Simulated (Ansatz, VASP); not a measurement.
# CaSe in VASP and in Ansatz

File INCAR:

```
PREC     = Accurate       # precision mode
ENCUT    = 520            # plane-wave cutoff, eV
EDIFF    = 1E-7           # SCF threshold, eV
ISMEAR   = 0              # smearing method
SIGMA    = 0.01           # smearing width, eV
LREAL    = F              # projectors in reciprocal space
LASPH    = T              # aspherical terms in the spheres
NELM     = 60             # most SCF steps
ALGO     = Normal         # electronic algorithm
ISIF     = 2              # what is computed and relaxed
LWAVE    = F              # write WAVECAR
LCHARG   = T              # write CHGCAR
GGA      = PE             # functional
LELF     = T              # ELF
LVHAR    = T            
NBANDS   = 15             # bands
```

KPOINTS

```
regular mesh
0
Gamma
  6 6 6
```

Contents of POSCAR:

```
CaSe
1.0
    0.0000000000      3.3273103157      3.3273103157
    3.3273103157      0.0000000000      3.3273103157
    3.3273103157      3.3273103157      0.0000000000
Ca Se
1 1
Direct
    0.0000000000      0.0000000000      0.0000000000
    0.2500000000      0.2500000000      0.2500000000
```

Input for Ansatz:

```yaml
crystal:
  lattice:
    - [0.0, 3.3273103157, 3.3273103157]
    - [3.3273103157, 0.0, 3.3273103157]
    - [3.3273103157, 3.3273103157, 0.0]
  atoms:
    - { symbol: Ca, position: [0.0, 0.0, 0.0] }
    - { symbol: Se, position: [0.25, 0.25, 0.25] }
kpoints:
  mp_grid: { grid: [6, 6, 6] }
hamiltonian:
  xc: pbe
scf:
  occupations: { method: fixed }
  n_extra_bands: 4
output:
  forces: true
  stress: true
  eigenvalues: true
```

Alike in both runs: task single point; functional PBE; k mesh 6 × 6 × 6; no spin polarisation.

|  | VASP | Ansatz |
| --- | --- | --- |
| version | VASP 6.6.1 | Ansatz 0.2.0 |
| potentials or method | VASP PAW PBE potentials, release 64 (Ca_sv, Se) | plane waves, PAW |
| plane-wave cutoff (eV) | 520 | 420 |
| occupations | gaussian, width 0.01 eV | fixed |
| valence electrons in the cell | 16 | 26 |

```tsv
	VASP	Ansatz	Ansatz less VASP
gap on the k mesh at the Fermi level (eV)	3.07	3.07	+0.001
pressure (GPa)	-0.8	-0.9	-0.09
```

VASP's potentials hold 16 valence electrons a cell and Ansatz's 26, so a difference there can come from the potentials and not from the codes.
